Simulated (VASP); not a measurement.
Here is a VASP 6.6.1 calculation.

The input INCAR:

```
SYSTEM = TiSe2
  ALGO = Normal
  EDIFF = 1E-6
  ENCUT = 500
  GGA = PE
  GGA_COMPAT = .FALSE.
  ISIF = 2
  ISMEAR = -1
  IVDW = 12
  LASPH = .TRUE.
  LCHARG = .TRUE.
  LELF = .TRUE.
  LREAL = .FALSE.
  LVHAR = .TRUE.
  LWAVE = .FALSE.
  NBANDS = 19
  NELM = 120
  PREC = Accurate
  SIGMA = 0.02
```

Contents of KPOINTS:

```
k-points
0
G
  12 12 4
  0 0 0
```

The input POSCAR:

```
TiSe2
1.0
    3.4829356112      0.0000000000      0.0000000000
   -1.7414678056      3.0163107191      0.0000000000
    0.0000000000      0.0000000000      5.8480026445
Ti Se
1 2
Direct
    0.0000000000      0.0000000000      0.0000000000
    0.3333333333      0.6666666667      0.2653611655
    0.6666666667      0.3333333333      0.7346388345
```

Potentials or basis: VASP PAW PBE potentials, release 64 (Ti_sv, Se).

The run is started by

```sh
$ cat potpaw_PBE.64/Ti_sv/POTCAR potpaw_PBE.64/Se/POTCAR > POTCAR
$ mpirun -np 1 vasp_std > vasp.out
```

Predict the band gap on the k mesh.

zero (band 12 reaches 5.93 eV, above the bottom of band 13 at 5.16 eV).

Predict the pressure.

0.1 GPa.

Predict the largest force.

0.015 eV/Å.

Estimate the dispersion energy per atom.

-0.452 eV.

Forces in eV/Å, atoms in the order of the input:
```
Ti   0.000  0.000  0.000
Se   0.000  0.000  0.015
Se   0.000  0.000 -0.015
```

Caveat: pairwise dispersion overbinds metals, which lowers pressure and volume.
